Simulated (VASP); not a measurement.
# W3N4 (Pm-3m) in VASP: single point with r2SCAN+U

Aim: the single point of W3N4 with r2SCAN+U.

Everything below comes from runs of VASP 6.6.1. Logs are shortened: lines on timing, memory, paths and dates and some standing lists are left out, and cuts for length are marked.

### Step 1. The cell of the first run

The structure is cubic, space group Pm-3m (No. 221). Conventional cell: a = 4.200 Å, b = 4.200 Å, c = 4.200 Å, α = 90.00°, β = 90.00°, γ = 90.00°. N (site symmetry m-3m) has 6 W at 2.10 Å within 2.8 Å. Within 2.8 Å of N (site symmetry 4/mmm) lie 4 W at 2.10 Å. W (site symmetry 4/mmm) has 6 N at 2.10 Å within 2.8 Å.

### Step 2. Single point, r2SCAN+U

File POSCAR:

```
W3N4
1.0
    4.1997128850      0.0000000000      0.0000000000
    0.0000000000      4.1997128850      0.0000000000
    0.0000000000      0.0000000000      4.1997128850
N W
4 3
Direct
    0.5000000000      0.5000000000      0.5000000000
    0.5000000000      0.0000000000      0.0000000000
    0.0000000000      0.5000000000      0.0000000000
    0.0000000000      0.0000000000      0.5000000000
    0.5000000000      0.5000000000      0.0000000000
    0.0000000000      0.5000000000      0.5000000000
    0.5000000000      0.0000000000      0.5000000000
```

File INCAR.step1:

```
PREC = Accurate ; ENCUT = 520
ISMEAR = -1 ; SIGMA = 0.1083
LREAL = F ; LASPH = T
NELM = 150 ; LMAXMIX = 4
LDAU = T ; LDAUTYPE = 2
LDAUL = -1 2 ; LDAUU = 0 2.56
LDAUJ = 0 0 ; NBANDS = 40
GGA = PE ; ALGO = Normal
EDIFF = 1E-4 ; LWAVE = T
LCHARG = F
```

File INCAR.step2:

```
PREC = Accurate ; ENCUT = 520
EDIFF = 1E-6 ; ISMEAR = -1
SIGMA = 0.1083 ; LREAL = F
LASPH = T ; NELM = 150
ALGO = Normal ; ISIF = 2
LWAVE = F ; LCHARG = F
LMAXMIX = 4 ; LDAU = T
LDAUTYPE = 2 ; LDAUL = -1 2
LDAUU = 0 2.56 ; LDAUJ = 0 0
LDAUPRINT = 1 ; METAGGA = R2SCAN
LMIXTAU = T ; NBANDS = 40
ISTART = 1
```

File KPOINTS:

```
Automatic mesh
0
Gamma
  8 8 8
```

Potentials or basis: VASP PAW PBE potentials, release 64 (N, W_sv).

Launch:

```sh
$ cat potpaw_PBE.64/N/POTCAR potpaw_PBE.64/W_sv/POTCAR > POTCAR
$ cp INCAR.step1 INCAR
$ mpirun -np 1 vasp_std > vasp.out
$ cp INCAR.step2 INCAR
$ mpirun -np 1 vasp_std > vasp.out
```

OUTCAR:

```text
PREC = Accurate
   ENCUT = 520
   EDIFF = 1E-6
   ISMEAR = -1
   LREAL = F
   LASPH = T
   NELM = 150
   ISIF = 2
   METAGGA = R2SCAN
   ISTART = 1

 ion  position               nearest neighbor table
   1  0.500  0.500  0.500-   5 2.10   6 2.10   7 2.10   5 2.10   7 2.10   6 2.10
   2  0.500  0.000  0.000-   5 2.10   7 2.10   7 2.10   5 2.10
   3  0.000  0.500  0.000-   5 2.10   6 2.10   6 2.10   5 2.10
   4  0.000  0.000  0.500-   6 2.10   7 2.10   6 2.10   7 2.10
   5  0.500  0.500  0.000-   1 2.10   2 2.10   3 2.10   1 2.10   2 2.10   3 2.10   6 2.97   7 2.97
                             7 2.97   7 2.97   7 2.97   6 2.97   6 2.97   6 2.97
   6  0.000  0.500  0.500-   1 2.10   3 2.10   4 2.10   3 2.10   4 2.10   1 2.10   5 2.97   7 2.97
                             7 2.97   5 2.97   5 2.97   7 2.97   5 2.97   7 2.97
   7  0.500  0.000  0.500-   1 2.10   2 2.10   4 2.10   2 2.10   1 2.10   4 2.10   5 2.97   6 2.97
                             5 2.97   6 2.97   5 2.97   5 2.97   6 2.97   6 2.97

  LATTYP: Found a simple cubic cell.
 ALAT       =     4.1997128850

  Lattice vectors:

 A1 = (   4.1997128850,   0.0000000000,   0.0000000000)
 A2 = (   0.0000000000,   4.1997128850,   0.0000000000)
 A3 = (   0.0000000000,   0.0000000000,   4.1997128850)

Analysis of symmetry for initial positions (statically):
=====================================================================
 Subroutine PRICEL returns:
 Original cell was already a primitive cell.

 Routine SETGRP: Setting up the symmetry group for a
 simple cubic supercell.

 Subroutine GETGRP returns: Found 48 space group operations
 (whereof 48 operations were pure point group operations)
 out of a pool of 48 trial point group operations.

The static configuration has the point symmetry O_h .

Analysis of symmetry for dynamics (positions and initial velocities):
=====================================================================
 Subroutine PRICEL returns:
 Original cell was already a primitive cell.

 Routine SETGRP: Setting up the symmetry group for a
 simple cubic supercell.

 Subroutine GETGRP returns: Found 48 space group operations
 (whereof 48 operations were pure point group operations)
 out of a pool of 48 trial point group operations.

The dynamic configuration has the point symmetry O_h .

 Subroutine INISYM returns: Found 48 space group operations
 (whereof 48 operations are pure point group operations),
 and found     1 'primitive' translations

----------------------------------------------------------------------------------------

                                     Primitive cell

  volume of cell :      74.0728

  direct lattice vectors                    reciprocal lattice vectors
     4.199712885  0.000000000  0.000000000     0.238111516  0.000000000  0.000000000
     0.000000000  4.199712885  0.000000000     0.000000000  0.238111516  0.000000000
     0.000000000  0.000000000  4.199712885     0.000000000  0.000000000  0.238111516

  length of vectors
     4.199712885  4.199712885  4.199712885     0.238111516  0.238111516  0.238111516

  position of ions in fractional coordinates (direct lattice)
     0.500000000  0.500000000  0.500000000
     0.500000000  0.000000000  0.000000000
     0.000000000  0.500000000  0.000000000
     0.000000000  0.000000000  0.500000000
     0.500000000  0.500000000  0.000000000
     0.000000000  0.500000000  0.500000000
     0.500000000  0.000000000  0.500000000

  ion indices of the primitive-cell ions
   primitive index   ion index
                 1           1
                 2           2
                 3           3
                 4           4
                 5           5
                 6           6
                 7           7

----------------------------------------------------------------------------------------

 KPOINTS: Automatic mesh

Automatic generation of k-mesh.
 Grid dimensions read from file:
 generate k-points for:    8    8    8

 Generating k-lattice:

  Cartesian coordinates                     Fractional coordinates (reciprocal lattice)
     0.029763939  0.000000000  0.000000000     0.125000000  0.000000000  0.000000000
     0.000000000  0.029763939  0.000000000     0.000000000  0.125000000  0.000000000
     0.000000000  0.000000000  0.029763939     0.000000000  0.000000000  0.125000000

  Length of vectors
     0.029763939  0.029763939  0.029763939

  Shift w.r.t. Gamma in fractional coordinates (k-lattice)
     0.000000000  0.000000000  0.000000000

 Subroutine IBZKPT returns following result:
 ===========================================

 Found     35 irreducible k-points:

 Following reciprocal coordinates:
            Coordinates               Weight
  0.000000  0.000000  0.000000      1.000000
  0.125000  0.000000  0.000000      6.000000
  0.250000  0.000000  0.000000      6.000000
  0.375000  0.000000  0.000000      6.000000
  0.500000  0.000000  0.000000      3.000000
  0.125000  0.125000  0.000000     12.000000
[... 16 lines left out ...]
  0.375000  0.375000  0.125000     24.000000
  0.500000  0.375000  0.125000     24.000000
 [... further k-points ...]
   k-points           NKPTS =     35   k-points in BZ     NKDIM =     35   number of bands    NBANDS=     40
   number of dos      NEDOS =    301   number of ions     NIONS =      7
   total plane-waves  NPLWV =  32768
   dimension x,y,z NGX =    32 NGY =   32 NGZ =   32
   dimension x,y,z NGXF=    64 NGYF=   64 NGZF=   64
   ions per type =               4   3
   NGX,Y,Z   is equivalent  to a cutoff of  12.67, 12.67, 12.67 a.u.
   NGXF,Y,Z  is equivalent  to a cutoff of  25.33, 25.33, 25.33 a.u.
 SYSTEM =  unknown system
   PREC   = accura    normal or accurate (medium, high low for compatibility)
   ISTART =      1    job   : 0-new  1-cont  2-samecut
   ICHARG =      0    charge: 1-file 2-atom 10-const
   ISPIN  =      1    spin polarized calculation?
   LNONCOLLINEAR =      F non collinear calculations
   LSORBIT =      F    spin-orbit coupling
   LASPH  =      T    aspherical Exc in radial PAW
   ENCUT  =  520.0 eV  38.22 Ry    6.18 a.u.   7.81  7.81  7.81*2*pi/ulx,y,z
   NELM   =    150;   NELMIN=  2; NELMDL=  0     # of ELM steps
   EDIFF  = 0.1E-05   stopping-criterion for ELM
   LREAL  =      F    real-space projection
   EDIFFG = 0.1E-04   stopping-criterion for IOM
   NSW    =      0    number of steps for IOM
   IBRION =     -1    ionic relax: 0-MD 1-quasi-New 2-CG
   NFREE  =      0    steps in history (QN), initial steepest desc. (CG)
   ISIF   =      2    stress and relaxation
   ISYM   =      2    0-nonsym 1-usesym 2-fastsym
   POTIM  = 0.5000    time-step for ionic-motion
   TEBEG  =    0.0;   TEEND  =   0.0 temperature during run
   PSTRESS=    0.0 pullay stress
   NELECT =      62.0000    total number of electrons
   NUPDOWN=      -1.0000    fix difference up-down
   EMIN   =  10.00;   EMAX   =-10.00  energy-range for DOS
   EFERMI =   0.00;   METHOD = LEGACY
   ISMEAR =    -1;   SIGMA  =   0.11  broadening in eV -4-tet -1-fermi 0-gaus
   EFERMI_NEDOS =   21; number of points for ismear=-14 and -15
   IALGO  =     38    algorithm
   IMIX   =      4    mixing-type and parameters
     AMIX     =   0.40;   BMIX     =  1.00
     AMIX_MAG =   1.60;   BMIX_MAG =  1.00
  volume/ion in A,a.u.               =      10.58        71.41
  Fermi-wavevector in a.u.,A,eV,Ry     =   1.542834  2.915533 32.386437  2.380336
  Thomas-Fermi vector in A             =   2.648582
   LORBIT       =      0    0 simple, 1 ext, 2 COOP (PROOUT), +10 PAW based schemes
 LDA+U is selected, type is set to LDAUTYPE =  2
   angular momentum for each species LDAUL =    -1    2
   U (eV)           for each species LDAUU =   0.0  2.6
   J (eV)           for each species LDAUJ =   0.0  0.0
   METAGGA = R2SCAN    functional components
   LHFCALC =     F    Hartree Fock is set to
   AEXX    =    0.0000 exact exchange contribution
   IVDW    =     0    specifies the selected vdW correction
   LEPSILON=     F    determine dielectric tensor
   LRPA    =     F    only Hartree local field effects (RPA)
 non-spin polarized calculation
  energy-cutoff  :      520.00
  volume of cell :       74.07
 maximum number of plane-waves:      2012
 NGX is ok and might be reduce to    32
   NGX = 15   NGY = 15   NGZ = 15

atom =   5  type =  2  l = 2

 onsite density matrix

spin component  1

  0.3396 -0.0000 -0.0000 -0.0000  0.0000
 -0.0000  0.3720 -0.0000 -0.0000  0.0000
 -0.0000 -0.0000  0.2801 -0.0000  0.0000
 -0.0000 -0.0000 -0.0000  0.3720 -0.0000
  0.0000  0.0000  0.0000 -0.0000  0.2999

spin component  2

  0.3396 -0.0000 -0.0000 -0.0000  0.0000
 -0.0000  0.3720 -0.0000 -0.0000  0.0000
 -0.0000 -0.0000  0.2801 -0.0000  0.0000
 -0.0000 -0.0000 -0.0000  0.3720 -0.0000
  0.0000  0.0000  0.0000 -0.0000  0.2999
[... 67 lines left out ...]
 occupancies and eigenvectors

  o =  0.2801  v =  0.0000  0.0000  0.5000 -0.0000  0.8660  0.0000  0.0000  0.0000  0.0000  0.0000      0.0000  0.0000  0.0000  0.0000  0.0000  0.0000  0.0000  0.0000  0.0000  0.0000
  o =  0.2801  v =  0.0000  0.0000  0.0000  0.0000  0.0000  0.0000  0.0000  0.5000 -0.0000  0.8660      0.0000  0.0000  0.0000  0.0000  0.0000  0.0000  0.0000  0.0000  0.0000  0.0000
  o =  0.2999  v =  0.0000  0.0000  0.8660  0.0000 -0.5000  0.0000  0.0000  0.0000  0.0000  0.0000      0.0000  0.0000  0.0000  0.0000  0.0000  0.0000  0.0000  0.0000  0.0000  0.0000
  o =  0.2999  v =  0.0000  0.0000  0.0000  0.0000  0.0000  0.0000  0.0000  0.8660  0.0000 -0.5000      0.0000  0.0000  0.0000  0.0000  0.0000  0.0000  0.0000  0.0000  0.0000  0.0000
  o =  0.3396  v =  0.0000  0.0000  0.0000  0.0000  0.0000  0.0000 -0.0000 -0.0000  1.0000  0.0000      0.0000  0.0000  0.0000  0.0000  0.0000  0.0000  0.0000  0.0000  0.0000  0.0000
  o =  0.3396  v =  0.0000 -0.0000 -0.0000  1.0000  0.0000  0.0000  0.0000  0.0000  0.0000  0.0000      0.0000  0.0000  0.0000  0.0000  0.0000  0.0000  0.0000  0.0000  0.0000  0.0000
  o =  0.3720  v =  1.0000  0.0000  0.0000  0.0000  0.0000  0.0000  0.0000  0.0000  0.0000  0.0000      0.0000  0.0000  0.0000  0.0000  0.0000  0.0000  0.0000  0.0000  0.0000  0.0000
  o =  0.3720  v =  0.0000  0.0000  0.0000  0.0000  0.0000  1.0000  0.0000  0.0000  0.0000  0.0000      0.0000  0.0000  0.0000  0.0000  0.0000  0.0000  0.0000  0.0000  0.0000  0.0000
  o =  0.3720  v =  0.0000  0.0000  0.0000  0.0000  0.0000  0.0000  1.0000 -0.0000  0.0000  0.0000      0.0000  0.0000  0.0000  0.0000  0.0000  0.0000  0.0000  0.0000  0.0000  0.0000
  o =  0.3720  v =  0.0000  1.0000 -0.0000  0.0000  0.0000  0.0000  0.0000  0.0000  0.0000  0.0000      0.0000  0.0000  0.0000  0.0000  0.0000  0.0000  0.0000  0.0000  0.0000  0.0000

 number of electron      61.9999998 magnetization

 Free energy of the ion-electron system (eV)
  ---------------------------------------------------
  ext. energy  EPLUGINS =         0.00000000
  ---------------------------------------------------
  free energy    TOTEN  =      -182.93019484 eV

  energy without entropy =     -182.77967078  energy(sigma->0) =     -182.85493281

 E-fermi :  10.9255     XC(G=0): -14.0743

 val. band max:       10.9178330882   @ k =   0.3750   0.3750   0.1250
 cond. band min:      10.9297268931   @ k =   0.5000   0.1250   0.1250
 fundamental gap:      0.0118938050
 Fermi energy:        10.9254925585

 k-point     1 :       0.0000    0.0000    0.0000
  band No.  band energies     occupation
      1     -67.3222      2.00000
      2     -67.2482      2.00000
      3     -67.2482      2.00000
      4     -31.2621      2.00000
      5     -31.2621      2.00000
      6     -31.2621      2.00000
[... 1021 lines left out ...]
     39      15.3365      0.00000
     40      15.4876      0.00000

 [... further k-points ...]

------------------------ aborting loop because EDIFF is reached ----------------------------------------

  FORCE on cell =-STRESS in cart. coord.  units (eV):
  Direction    XX          YY          ZZ          XY          YZ          ZX
  --------------------------------------------------------------------------------------
  -------------------------------------------------------------------------------------
  Total        2.8611223      2.8611223      2.8611223      0.0000000     -0.0000000      0.0000000
  in kB       61.8853998     61.8853998     61.8853998      0.0000000     -0.0000000      0.0000000
  external PRESSURE =      61.8853998 kB  Pullay stress =       0.0000000 kB

 VOLUME and BASIS-vectors are now :
 -----------------------------------------------------------------------------
  energy-cutoff  :      520.00
  volume of cell :       74.07
      direct lattice vectors                 reciprocal lattice vectors
     4.199712885  0.000000000  0.000000000     0.238111516  0.000000000  0.000000000
     0.000000000  4.199712885  0.000000000     0.000000000  0.238111516  0.000000000
     0.000000000  0.000000000  4.199712885     0.000000000  0.000000000  0.238111516

 POSITION                                       TOTAL-FORCE (eV/Angst)
 -----------------------------------------------------------------------------------
      2.09986      2.09986      2.09986         0.000000      0.000000      0.000000
      2.09986      0.00000      0.00000         0.000000      0.000000      0.000000
      0.00000      2.09986      0.00000         0.000000      0.000000      0.000000
      0.00000      0.00000      2.09986         0.000000      0.000000      0.000000
      2.09986      2.09986      0.00000         0.000000      0.000000      0.000000
      0.00000      2.09986      2.09986         0.000000      0.000000      0.000000
      2.09986      0.00000      2.09986         0.000000      0.000000      0.000000
 -----------------------------------------------------------------------------------
    total drift:                                0.000000     -0.000000     -0.000000

  FREE ENERGIE OF THE ION-ELECTRON SYSTEM (eV)
  ---------------------------------------------------
  free  energy   TOTEN  =      -182.9301948409 eV

  energy  without entropy=     -182.7796707839  energy(sigma->0) =     -182.85493281
```

Wall time 6 min (1 thread of AMD EPYC 7R43 (Zen 3), shared host); peak memory 0.19 GiB.

Results:

```yaml
Free_energy: -182.9302 eV
Pressure: 6.2 GPa
Band_gap_on_the_k_mesh: zero (bands 31 and 32 overlap by 2.36 eV)
```

Eigenvalues of the final occupation matrices:
| site | spin | trace | eigenvalues |
| --- | --- | --- | --- |
| site 5 d | 1 | 1.66 | 0.28 0.30 0.34 0.37 0.37 |
| site 5 d | 2 | 1.66 | 0.28 0.30 0.34 0.37 0.37 |
| site 6 d | 1 | 1.66 | 0.28 0.30 0.34 0.37 0.37 |
| site 6 d | 2 | 1.66 | 0.28 0.30 0.34 0.37 0.37 |
| site 7 d | 1 | 1.66 | 0.28 0.30 0.34 0.37 0.37 |
| site 7 d | 2 | 1.66 | 0.28 0.30 0.34 0.37 0.37 |

Caveat: the cell stands under pressure; the PAW data sets were made with another functional, which shifts forces and pressure a little; spin-orbit coupling is left out, which moves the levels of the heavy elements; U without spin polarisation on a metal has little footing.
